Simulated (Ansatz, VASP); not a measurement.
# One calculation of Al2SiF2, two programs

```
Al Si F
1.0
     2.69596   -3.28428   -0.04697
     2.69596    3.28428   -0.04697
    -1.55801    0.00000    4.49254
Al Si F
2 1 2
Direct
  0.22708 0.77292 0.00000
  0.77292 0.22708 0.00000
  0.00000 0.00000 0.50000
  0.50000 0.50000 0.00000
  0.50000 0.50000 0.50000
```

Alike in both runs: functional PBE; k mesh 3 × 3 × 3; occupations gaussian, width 0.15 eV; no spin polarisation.

Ansatz relaxed the structure, and its values are those at the end. VASP's run is a single point on that final structure, the one shown.

|  | VASP | Ansatz |
| --- | --- | --- |
| version | VASP 6.6.1 | Ansatz 0.2.0 |
| potentials or method | VASP PAW PBE potentials, release 64 (Al, Si, F), cutoff 600 eV | scalar-relativistic, plane waves, PAW |
| valence electrons in the cell | 24 | 24 |

VASP gave:

* gap on the k mesh at the Fermi level (eV): none
* pressure (GPa): 0.0
* rms of the force components (eV/Å): 0.022

Task: Estimate Ansatz's values.

Result: gap on the k mesh at the Fermi level (eV): none; pressure (GPa): 0.1; rms of the force components (eV/Å): 0.017.

A gap of «none» marks a metal or a gap that the smearing closes.

The k mesh is coarse, so the values compare programs but aren't converged.
